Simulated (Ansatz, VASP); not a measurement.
# Sn in VASP and in Ansatz

INCAR

```
  PREC = Accurate
  ENCUT = 520
  EDIFF = 1E-8
  ISMEAR = -1
  SIGMA = 0.05
  LREAL = False
  LASPH = True
  NELM = 100
  ALGO = Normal
  ISIF = 2
  LWAVE = False
  LCHARG = False
  GGA = PE
  LEFG = True
  NBANDS = 21
```

File KPOINTS:

```
regular mesh
0
Gamma
  15 15 15
```

File POSCAR:

```
Sn
1.0
   -2.9255372805      2.9255372805      1.5959345903
    2.9255372805     -2.9255372805      1.5959345903
    2.9255372805      2.9255372805     -1.5959345903
Sn
2
Direct
    0.0000000000      0.0000000000      0.0000000000
    0.7500000000      0.2500000000      0.5000000000
```

Input for Ansatz:

```yaml
crystal:
  lattice:
    - [-2.9255372805, 2.9255372805, 1.5959345903]
    - [2.9255372805, -2.9255372805, 1.5959345903]
    - [2.9255372805, 2.9255372805, -1.5959345903]
  atoms:
    - { symbol: Sn, position: [0.0, 0.0, 0.0] }
    - { symbol: Sn, position: [0.75, 0.25, 0.5] }
kpoints:
  mp_grid: { grid: [15, 15, 15] }
scf:
  occupations: { method: fermi_dirac, width: 0.05 }
hamiltonian:
  xc: pbe
  pseudopotentials: { kind: paw }
output:
  forces: true
  stress: true
  eigenvalues: true
  efg: { contact_densities: true }
```

Change from the starting cell: volume scaled by 1.01, PAW files.

Alike in both runs: task electric field gradients; functional PBE; k mesh 15 × 15 × 15; occupations fermi-dirac, width 0.05 eV; no spin polarisation.

|  | VASP | Ansatz |
| --- | --- | --- |
| version | VASP 6.6.1 | Ansatz 0.2.0 |
| potentials or method | VASP PAW PBE potentials, release 64 (Sn_d) | PAW with Ansatz's default frozen-core files, scalar-relativistic |
| plane-wave cutoff (eV) | 520 | 420 |
| valence electrons in the cell | 28 | 28 |

VASP gave:

```
pressure (GPa)                                                : 2.0
traceless stress, the component that is largest in VASP (GPa) : -0.66
size of Vzz on the site where it differs most (V/Å²)          : 43.9
```

Question: Estimate Ansatz's values.

Answer: Pressure (GPa): 2.1; traceless stress, the component that is largest in VASP (GPa): -0.66; size of Vzz on the site where it differs most (V/Å²): 45.2.
